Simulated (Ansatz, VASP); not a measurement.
## One calculation of Bi, two programs

INCAR

```
SYSTEM = Bi
PREC = Accurate ; ENCUT = 500
EDIFF = 1E-6 ; ISMEAR = -1
SIGMA = 0.05 ; LREAL = .False.
LASPH = .True. ; NELM = 120
ALGO = Normal ; ISIF = 2
LWAVE = .False. ; LCHARG = .True.
LELF = .True. ; LVHAR = .True.
NBANDS = 14 ; GGA_COMPAT = .False.
```

KPOINTS

```
Automatic mesh
0
Gamma
  12 12 12
  0 0 0
```

POSCAR

```
Bi
1.0
    2.4502640710      0.0000000000      0.0000000000
    0.0000000000      2.4502640710      0.0000000000
    0.0000000000      0.0000000000      2.4502640710
Bi
1
Direct
    0.0000000000      0.0000000000      0.0000000000
```

Input for Ansatz:

```yaml
crystal:
  lattice:
    - [2.450264071, 0.0, 0.0]
    - [0.0, 2.450264071, 0.0]
    - [0.0, 0.0, 2.450264071]
  atoms:
    - { symbol: Bi, position: [0.0, 0.0, 0.0] }
kpoints:
  mp_grid: { grid: [12, 12, 12] }
scf:
  occupations: { method: fermi_dirac, width: 0.05 }
hamiltonian:
  xc: lda
  pseudopotentials: { kind: all_electron, datasets: crystal }
output:
  forces: true
  stress: true
  eigenvalues: true
```

Change from the starting cell: volume scaled by 0.45, crystal datasets.

Alike in both runs: task single point; functional LDA; k mesh 12 × 12 × 12; occupations fermi-dirac, width 0.05 eV; no spin polarisation.

```csv
,VASP,Ansatz
version,VASP 6.6.1,Ansatz 0.2.0
potentials or method,"VASP PAW LDA potentials, release 64 (Bi_d), cutoff 500 eV","all-electron PAW with datasets made for the crystal, scalar-relativistic"
```

Ansatz gave:

| Property | Result |
| --- | --- |
| pressure (GPa) | 287.7 |

**Question.** Which values does VASP return?

**Answer.** Pressure (GPa): 290.3.

LDA's correlation is that of Perdew and Zunger in VASP and of Perdew and Wang (1992) in Ansatz. Both programs put the cell under a high pressure, so it lies far from rest at this level. Ansatz ran all-electron here, and VASP with PAW potentials.

Spin-orbit coupling is off throughout. Noted on VASP's run: the cell as given lies far from equilibrium.
